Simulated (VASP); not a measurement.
# CuNi2 (P6_3/mmc) in VASP: single point with PBE

Aim: the single point of CuNi2 with PBE.

Program: VASP 6.6.1. These are calculated values, not measurements. Logs are shortened: lines on timing, memory, paths and dates and some standing lists are left out, and cuts for length are marked.

### 1 The cell of the first run

It takes space group P6_3/mmc (No. 194, hexagonal). Conventional cell: a = 2.498 Å, b = 2.498 Å, c = 12.468 Å, α = 90.00°, β = 90.00°, γ = 120.00°. Cu (site symmetry -6m2) has 6 Cu at 2.50 Å and 6 Ni at 2.56 Å within 3.3 Å. Within 3.3 Å of Ni (site symmetry 3m) lie 9 Ni at 2.48 to 2.50 Å and 3 Cu at 2.56 Å.

### 2 Single point, PBE, collinear spin, ferromagnetic start

INCAR reads:

```
ALGO     = Normal         # electronic algorithm
EDIFF    = 1E-6           # SCF threshold, eV
ENCUT    = 520            # plane-wave cutoff, eV
GGA      = PE             # functional
ISIF     = 2              # what is computed and relaxed
ISMEAR   = 0              # smearing method
ISPIN    = 2              # spin polarisation
LASPH    = True           # aspherical terms in the spheres
LCHARG   = False          # write CHGCAR
LMAXMIX  = 4              # l up to which the mixer works
LORBIT   = 11             # projections on sites
LREAL    = False          # projectors in reciprocal space
LWAVE    = False          # write WAVECAR
MAGMOM   = 0 0 2 2 2 2    # initial moments
NBANDS   = 44             # bands
NELM     = 150            # most SCF steps
PREC     = Accurate       # precision mode
SIGMA    = 0.1            # smearing width, eV
```

KPOINTS reads:

```
k-points
0
Gamma
  6 6 2
```

POSCAR reads:

```
CuNi2
1.0
    2.4984803958      0.0000000029      0.0000000000
   -1.2492402004      2.1637474922      0.0000000000
    0.0000000000      0.0000000000     12.4680978856
Cu Ni
2 4
Direct
    0.3333333333      0.6666666667      0.2500000000
    0.6666666667      0.3333333333      0.7500000000
    0.3333333333      0.6666666667      0.9192519723
    0.3333333333      0.6666666667      0.5807480277
    0.6666666667      0.3333333333      0.0807480277
    0.6666666667      0.3333333333      0.4192519723
```

Potentials or basis: VASP PAW PBE potentials, release 64 (Cu, Ni).

Started as:

```sh
cat potpaw_PBE.64/Cu/POTCAR potpaw_PBE.64/Ni/POTCAR > POTCAR
mpirun -np 1 vasp_std > vasp.out
```

OUTCAR:

```text
EDIFF = 1E-6
   ENCUT = 520
   GGA = PE
   ISIF = 2
   ISMEAR = 0
   ISPIN = 2
   LASPH = True
   LORBIT = 11
   LREAL = False
   NELM = 150
   PREC = Accurate

 ion  position               nearest neighbor table
   1  0.333  0.667  0.250-   5 2.56   6 2.56   5 2.56   6 2.56   5 2.56   6 2.56
   2  0.667  0.333  0.750-   3 2.56   4 2.56   3 2.56   4 2.56   3 2.56   4 2.56
   3  0.333  0.667  0.919-   5 2.48   5 2.48   5 2.48   2 2.56   2 2.56   2 2.56
   4  0.333  0.667  0.581-   6 2.48   6 2.48   6 2.48   2 2.56   2 2.56   2 2.56
   5  0.667  0.333  0.081-   3 2.48   3 2.48   3 2.48   1 2.56   1 2.56   1 2.56
   6  0.667  0.333  0.419-   4 2.48   4 2.48   4 2.48   1 2.56   1 2.56   1 2.56

  LATTYP: Found a hexagonal cell.
 ALAT       =     2.4984803958
 C/A-ratio  =     4.9902724498

  Lattice vectors:

 A1 = (   2.4984803958,   0.0000000029,   0.0000000000)
 A2 = (  -1.2492402004,   2.1637474922,   0.0000000000)
 A3 = (   0.0000000000,   0.0000000000,  12.4680978856)

Analysis of symmetry for initial positions (statically):
=====================================================================
 Subroutine PRICEL returns:
 Original cell was already a primitive cell.

 Routine SETGRP: Setting up the symmetry group for a
 hexagonal supercell.

 Subroutine GETGRP returns: Found 24 space group operations
 (whereof 12 operations were pure point group operations)
 out of a pool of 24 trial point group operations.

The static configuration has the point symmetry D_3d.
 The point group associated with its full space group is D_6h.

Analysis of symmetry for dynamics (positions and initial velocities):
=====================================================================
 Subroutine PRICEL returns:
 Original cell was already a primitive cell.

 Routine SETGRP: Setting up the symmetry group for a
 hexagonal supercell.

 Subroutine GETGRP returns: Found 24 space group operations
 (whereof 12 operations were pure point group operations)
 out of a pool of 24 trial point group operations.

The dynamic configuration has the point symmetry D_3d.
 The point group associated with its full space group is D_6h.

Analysis of structural, dynamic, and magnetic symmetry:
=====================================================================
 Subroutine PRICEL returns:
 Original cell was already a primitive cell.

 Routine SETGRP: Setting up the symmetry group for a
 hexagonal supercell.

 Subroutine GETGRP returns: Found 24 space group operations
 (whereof 12 operations were pure point group operations)
 out of a pool of 24 trial point group operations.

The overall configuration has the point symmetry D_3d.
 The point group associated with its full space group is D_6h.

 Subroutine INISYM returns: Found 24 space group operations
 (whereof 12 operations are pure point group operations),
 and found     1 'primitive' translations

----------------------------------------------------------------------------------------

                                     Primitive cell

  volume of cell :      67.4035

  direct lattice vectors                    reciprocal lattice vectors
     2.498480396  0.000000003  0.000000000     0.400243284  0.231080569  0.000000000
    -1.249240200  2.163747492  0.000000000    -0.000000001  0.462161136  0.000000000
     0.000000000  0.000000000 12.468097886     0.000000000  0.000000000  0.080204696

  length of vectors
     2.498480396  2.498480396 12.468097886     0.462161136  0.462161136  0.080204696

  position of ions in fractional coordinates (direct lattice)
     0.333333333  0.666666667  0.250000000
     0.666666667  0.333333333  0.750000000
     0.333333333  0.666666667  0.919251972
     0.333333333  0.666666667  0.580748028
     0.666666667  0.333333333  0.080748028
     0.666666667  0.333333333  0.419251972

  ion indices of the primitive-cell ions
   primitive index   ion index
                 1           1
                 2           2
                 3           3
                 4           4
                 5           5
                 6           6

[... 38 lines left out ...]
  0.500000 -0.000000  0.500000      3.000000
  0.166667  0.166667  0.500000      6.000000
  0.333333  0.166667  0.500000     12.000000
  0.333333  0.333333  0.500000      2.000000
   k-points           NKPTS =     14   k-points in BZ     NKDIM =     14   number of bands    NBANDS=     44
   number of dos      NEDOS =    301   number of ions     NIONS =      6
   total plane-waves  NPLWV =  38400
   dimension x,y,z NGX =    20 NGY =   20 NGZ =   96
   dimension x,y,z NGXF=    40 NGYF=   40 NGZF=  192
   ions per type =               2   4
   NGX,Y,Z   is equivalent  to a cutoff of  13.31, 13.31, 12.80 a.u.
   NGXF,Y,Z  is equivalent  to a cutoff of  26.62, 26.62, 25.60 a.u.
 SYSTEM =  unknown system
   PREC   = accura    normal or accurate (medium, high low for compatibility)
   ISTART =      0    job   : 0-new  1-cont  2-samecut
   ICHARG =      2    charge: 1-file 2-atom 10-const
   ISPIN  =      2    spin polarized calculation?
   LNONCOLLINEAR =      F non collinear calculations
   LSORBIT =      F    spin-orbit coupling
   LASPH  =      T    aspherical Exc in radial PAW
   ENCUT  =  520.0 eV  38.22 Ry    6.18 a.u.   4.65  4.65 23.18*2*pi/ulx,y,z
   NELM   =    150;   NELMIN=  2; NELMDL= -5     # of ELM steps
   EDIFF  = 0.1E-05   stopping-criterion for ELM
   LREAL  =      F    real-space projection
   EDIFFG = 0.1E-04   stopping-criterion for IOM
   NSW    =      0    number of steps for IOM
   IBRION =     -1    ionic relax: 0-MD 1-quasi-New 2-CG
   NFREE  =      0    steps in history (QN), initial steepest desc. (CG)
   ISIF   =      2    stress and relaxation
   ISYM   =      2    0-nonsym 1-usesym 2-fastsym
   POTIM  = 0.5000    time-step for ionic-motion
   TEBEG  =    0.0;   TEEND  =   0.0 temperature during run
   PSTRESS=    0.0 pullay stress
   NELECT =      62.0000    total number of electrons
   NUPDOWN=      -1.0000    fix difference up-down
   EMIN   =  10.00;   EMAX   =-10.00  energy-range for DOS
   EFERMI =   0.00;   METHOD = LEGACY
   ISMEAR =     0;   SIGMA  =   0.10  broadening in eV -4-tet -1-fermi 0-gaus
   EFERMI_NEDOS =   21; number of points for ismear=-14 and -15
   IALGO  =     38    algorithm
   IMIX   =      4    mixing-type and parameters
     AMIX     =   0.40;   BMIX     =  1.00
     AMIX_MAG =   1.60;   BMIX_MAG =  1.00
  volume/ion in A,a.u.               =      11.23        75.81
  Fermi-wavevector in a.u.,A,eV,Ry     =   1.592127  3.008685 34.488996  2.534870
  Thomas-Fermi vector in A             =   2.690561
   LORBIT       =     11    0 simple, 1 ext, 2 COOP (PROOUT), +10 PAW based schemes
   GGA     = PE    functional components
   LHFCALC =     F    Hartree Fock is set to
   AEXX    =    0.0000 exact exchange contribution
   IVDW    =     0    specifies the selected vdW correction
   LEPSILON=     F    determine dielectric tensor
   LRPA    =     F    only Hartree local field effects (RPA)
 spin polarized calculation
 Gauss-broadening in eV      SIGMA  =   0.10
  energy-cutoff  :      520.00
  volume of cell :       67.40
 maximum number of plane-waves:      1836
 NGX is ok and might be reduce to    20
   NGX =  9   NGY =  9   NGZ = 47

 number of electron      61.9999983 magnetization       2.1228041

 Free energy of the ion-electron system (eV)
  ---------------------------------------------------
  ext. energy  EPLUGINS =         0.00000000
  ---------------------------------------------------
  free energy    TOTEN  =       -29.20838266 eV

  energy without entropy =      -29.15963729  energy(sigma->0) =      -29.18400998

 E-fermi :   8.5737     XC(G=0): -13.0430

 val. band max:        8.5499227452   @ k =   0.5000  -0.0000   0.0000
 cond. band min:       8.5793197518   @ k =   0.0000   0.0000   0.0000
 fundamental gap:      0.0293970066
 Fermi energy:         8.5736535669

 spin component 1

 k-point     1 :       0.0000    0.0000    0.0000
  band No.  band energies     occupation
      1      -0.4281      1.00000
      2       0.4241      1.00000
      3       0.7425      1.00000
      4       2.7831      1.00000
      5       3.1310      1.00000
      6       3.8309      1.00000
[... 633 lines left out ...]
     42      17.0349      0.00000
     43      18.7283      0.00000
 Fermi energy:         8.5736535669

 spin component 2

 k-point     1 :       0.0000    0.0000    0.0000
  band No.  band energies     occupation
      1      -0.4499      1.00000
      2       0.3981      1.00000
      3       0.7259      1.00000
      4       2.7782      1.00000
      5       3.1952      1.00000
      6       3.9588      1.00000
[... 633 lines left out ...]
     42      17.1726      0.00000
     43      18.8131      0.00000
 [bands above 43 left out]

------------------------ aborting loop because EDIFF is reached ----------------------------------------

  FORCE on cell =-STRESS in cart. coord.  units (eV):
  Direction    XX          YY          ZZ          XY          YZ          ZX
  --------------------------------------------------------------------------------------
  -------------------------------------------------------------------------------------
  Total        0.1087316      0.1087316      0.1111816      0.0000000     -0.0000000     -0.0000000
  in kB        2.5845429      2.5845429      2.6427794      0.0000000     -0.0000000     -0.0000000
  external PRESSURE =       2.6039550 kB  Pullay stress =       0.0000000 kB

 VOLUME and BASIS-vectors are now :
 -----------------------------------------------------------------------------
  energy-cutoff  :      520.00
  volume of cell :       67.40
      direct lattice vectors                 reciprocal lattice vectors
     2.498480396  0.000000003  0.000000000     0.400243284  0.231080569  0.000000000
    -1.249240200  2.163747492  0.000000000    -0.000000001  0.462161136  0.000000000
     0.000000000  0.000000000 12.468097886     0.000000000  0.000000000  0.080204696

 POSITION                                       TOTAL-FORCE (eV/Angst)
 -----------------------------------------------------------------------------------
     -0.00000      1.44250      3.11702        -0.000000     -0.000000      0.000000
      1.24924      0.72125      9.35107         0.000000      0.000000      0.000000
     -0.00000      1.44250     11.46132        -0.000000     -0.000000      0.008231
     -0.00000      1.44250      7.24082        -0.000000      0.000000     -0.008231
      1.24924      0.72125      1.00677         0.000000     -0.000000     -0.008231
      1.24924      0.72125      5.22727         0.000000      0.000000      0.008231
 -----------------------------------------------------------------------------------
    total drift:                               -0.000000      0.000000     -0.000000

  FREE ENERGIE OF THE ION-ELECTRON SYSTEM (eV)
  ---------------------------------------------------
  free  energy   TOTEN  =       -29.2083826582 eV

  energy  without entropy=      -29.1596372949  energy(sigma->0) =      -29.18400998

 total charge

# of ion       s       p       d       tot
------------------------------------------
    1        0.456   0.406   9.174  10.037
    2        0.456   0.406   9.174  10.037
    3        0.485   0.466   8.329   9.280
    4        0.485   0.466   8.329   9.280
    5        0.485   0.466   8.329   9.280
    6        0.485   0.466   8.329   9.280
--------------------------------------------------
tot          2.853   2.676  51.665  57.195

 magnetization (x)

# of ion       s       p       d       tot
------------------------------------------
    1       -0.002  -0.011   0.017   0.003
    2       -0.002  -0.011   0.017   0.003
    3       -0.003  -0.016   0.561   0.543
    4       -0.003  -0.016   0.561   0.543
    5       -0.003  -0.016   0.561   0.543
    6       -0.003  -0.016   0.561   0.543
--------------------------------------------------
tot         -0.014  -0.087   2.279   2.178
```

It took 58 s on 1 thread of Intel Xeon 6975P-C (Granite Rapids), shared host; peak memory 0.24 GiB.

Results:

```yaml
Free_energy: -29.2084 eV
Pressure: 0.3 GPa
Largest_force: 0.008 eV/Å
Net_moment: 2.12 μB per cell
Site_moments: Cu +0.00; Ni +0.54 μB
Valence_electrons_inside_the_program's_atomic_spheres: Cu 10.04; Ni 9.28
```

Forces in eV/Å, atoms in the order of the input:
```
Cu   0.000  0.000  0.000
Cu   0.000  0.000  0.000
Ni   0.000  0.000  0.008
Ni   0.000  0.000 -0.008
Ni   0.000  0.000 -0.008
Ni   0.000  0.000  0.008
```

Caveat: the k points lie up to 0.48 Å⁻¹ apart.
